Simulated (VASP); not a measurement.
**Ni: single point with PBEsol**

The system is Ni.

```
Ni
1.0
     0.00000    1.76194    1.76194
     1.76194    0.00000    1.76194
     1.76194    1.76194    0.00000
Ni
1
Direct
  0.00000 0.00000 0.00000
```

```json
{"Program": "VASP 6.6.1", "Task": "single point", "Functional": "PBEsol", "Potentials or basis": "VASP PAW PBE potentials, release 64 (Ni)", "Cutoff": "520 eV", "k mesh": "6 × 6 × 6", "Occupations": "fermi-dirac, width 0.1 eV", "Spin": "collinear spin, zero start", "Starting moments": "[0.0] μB", "Fixed moment": "0 μB"}
```

```
Pressure                                              : -11.8 GPa
Net moment                                            : 0.00 μB per cell
Valence electrons inside the program's atomic spheres : Ni 9.30
```

Wall time 5.4 s on 1 thread of AMD EPYC 9R45 96-Core Processor (Zen 5), with other jobs on the host, peak memory 0.1 GiB.

Caveat: the k points lie up to 0.51 Å⁻¹ apart; the PAW data sets were made with another functional, which shifts forces and pressure a little; the total moment is fixed, so each spin has its own Fermi level.
